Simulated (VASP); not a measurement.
Here is a VASP 6.6.1 calculation.

The input INCAR:

```
SYSTEM = Rb
ALGO     = Normal         ! electronic algorithm
EDIFF    = 1E-7           ! SCF threshold, eV
ENCUT    = 520            ! plane-wave cutoff, eV
GGA      = CA             ! functional
ISIF     = 2              ! what is computed and relaxed
ISMEAR   = -1             ! smearing method
LASPH    = .TRUE.         ! aspherical terms in the spheres
LCHARG   = .FALSE.        ! write CHGCAR
LREAL    = .FALSE.        ! projectors in reciprocal space
LWAVE    = .FALSE.        ! write WAVECAR
NBANDS   = 16             ! bands
NELM     = 100            ! most SCF steps
PREC     = Accurate       ! precision mode
SIGMA    = 0.1            ! smearing width, eV
```

KPOINTS

```
k-points
0
G
  9 9 5
  0 0 0
```

Contents of POSCAR:

```
Rb
1.0
    4.7868302380      0.0000000000      0.0000000000
   -2.3934151190      4.1455165897      0.0000000000
    0.0000000000      0.0000000000      7.8682892793
Rb
2
Direct
    0.3333333333      0.6666666667      0.2500000000
    0.6666666667      0.3333333333      0.7500000000
```

Potentials or basis: VASP PAW LDA potentials, release 64 (Rb_sv).

Launch:

```console
$ cat potpaw_LDA.64/Rb_sv/POTCAR > POTCAR
$ mpirun -np 1 vasp_std > vasp.out
```

(1) Predict the pressure.

(2) Predict the band gap on the k mesh.

Results:

(1) 0.0 GPa.

(2) zero (band 9 reaches 1.17 eV, above the bottom of band 10 at -0.98 eV).
